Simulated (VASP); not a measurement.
BaZrO3:

```
Ba Zr O
1.0
     4.16330    0.00000    0.00000
     0.00000    4.16330    0.00000
     0.00000    0.00000    4.16330
Ba Zr O
1 1 3
Direct
  0.00000 0.00000 0.00000
  0.50000 0.50000 0.50000
  0.50000 0.50000 0.00000
  0.50000 0.00000 0.50000
  0.00000 0.50000 0.50000
```

This cell differs from its parent crystal: strain -1.0%.

Base run:

* Program: VASP 6.6.1
* Functional: PBE
* Potentials or basis: VASP PAW PBE potentials, release 64 (Ba_sv, Zr_sv, O)
* Cutoff: 520 eV
* k mesh: 6 × 6 × 6
* Occupations: fermi-dirac, width 0.02 eV
* Spin: no spin polarisation

Its results: band gap on the k mesh 3.23 eV (least direct gap 3.43 eV); pressure 8.7 GPa.

**Question.** The run is repeated on the same cell with these changes: functional from PBE to r2SCAN; occupations from fermi-dirac, width 0.02 eV to gaussian, width 0.01 eV. What comes out?

**Answer.** Band gap on the k mesh 3.75 eV (least direct gap 3.97 eV); pressure 6.4 GPa.

Caveats: the cell stands under pressure; spin-orbit coupling is left out, which moves the levels of the heavy elements; the PAW data sets were made with another functional, which shifts forces and pressure a little (at least some runs).

A k mesh can miss the band edges.
